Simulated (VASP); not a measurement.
A run of VASP 6.6.1 is set up as follows.

File INCAR:

```
PREC = Accurate
ENCUT = 520
EDIFF = 1E-6
ISMEAR = 1
SIGMA = 0.1
LREAL = False
LASPH = True
NELM = 100
ALGO = Normal
ISIF = 2
LWAVE = False
LCHARG = True
GGA = CA
LELF = True
LVHAR = True
NBANDS = 16
```

Contents of KPOINTS:

```
regular mesh
0
Gamma
  12 12 12
```

File POSCAR:

```
TiN
1.0
    0.0000000000      2.1468847767      2.1468847767
    2.1468847767      0.0000000000      2.1468847767
    2.1468847767      2.1468847767      0.0000000000
Ti N
1 1
Direct
    0.0000000000      0.0000000000      0.0000000000
    0.5000000000      0.5000000000      0.5000000000
```

Potentials or basis: VASP PAW LDA potentials, release 64 (Ti_sv, N).

The run is started by

```bash
$ cat potpaw_LDA.64/Ti_sv/POTCAR potpaw_LDA.64/N/POTCAR > POTCAR
$ mpirun -np 1 vasp_std > vasp.out
```

Q: Estimate the pressure.

A: -22.3 GPa.
